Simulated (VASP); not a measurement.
Runs of VASP 6.6.1 on TaN. The structure is that of space group I4/mmm (No. 139), or close to it. The cells are those of the table. 

```tsv
cell	gap on the mesh (eV)	pressure (GPa)
a = 3.432, b = 3.432, c = 2.692 Å, angles 66.9, 66.9, 46.2°, 2 atoms	none	117.1
a = 3.138, b = 3.138, c = 2.985 Å, angles 61.6, 61.6, 56.8°, 2 atoms	none	13.7
a = 3.002, b = 3.002, c = 3.348 Å, angles 56.1, 56.1, 67.8°, 2 atoms	none	69.4
a = 3.019, b = 3.019, c = 3.253 Å, angles 57.4, 57.4, 65.2°, 2 atoms	none	32.2
a = 3.203, b = 3.203, c = 2.900 Å, angles 63.1, 63.1, 53.8°, 2 atoms	none	(b)
a = 3.044, b = 3.044, c = 3.168 Å, angles 58.6, 58.6, 62.7°, 2 atoms	none	12.2
a = 3.275, b = 3.275, c = 2.824 Å, angles 64.5, 64.5, 51.1°, 2 atoms	none	56.7
a = 3.362, b = 3.362, c = 2.746 Å, angles 65.9, 65.9, 48.2°, 2 atoms	none	89.6
a = 2.996, b = 2.996, c = 3.459 Å, angles 54.7, 54.7, 70.5°, 2 atoms	none	(a)
a = 3.000, b = 3.000, c = 3.557 Å, angles 53.6, 53.6, 72.7°, 2 atoms	none	180.0
```

Alike in all rows: task single point; level PBEsol; potentials or basis VASP PAW PBE potentials, release 64 (Ta_pv, N); no spin polarisation; k mesh 20 × 20 × 20; cutoff (eV) 520; smearing gaussian 0.15 eV.

Question: Estimate the missing entries.

Answer: (a) 129.6; (b) 32.3.

Caveats: the cell stands under pressure; the PAW data sets were made with another functional, which shifts forces and pressure a little; spin-orbit coupling is left out, which moves the levels of the heavy elements.

A k mesh can miss the band edges, and the runs leave out spin-orbit coupling on Ta.

A gap of «none» marks levels without a gap at the run's occupations.
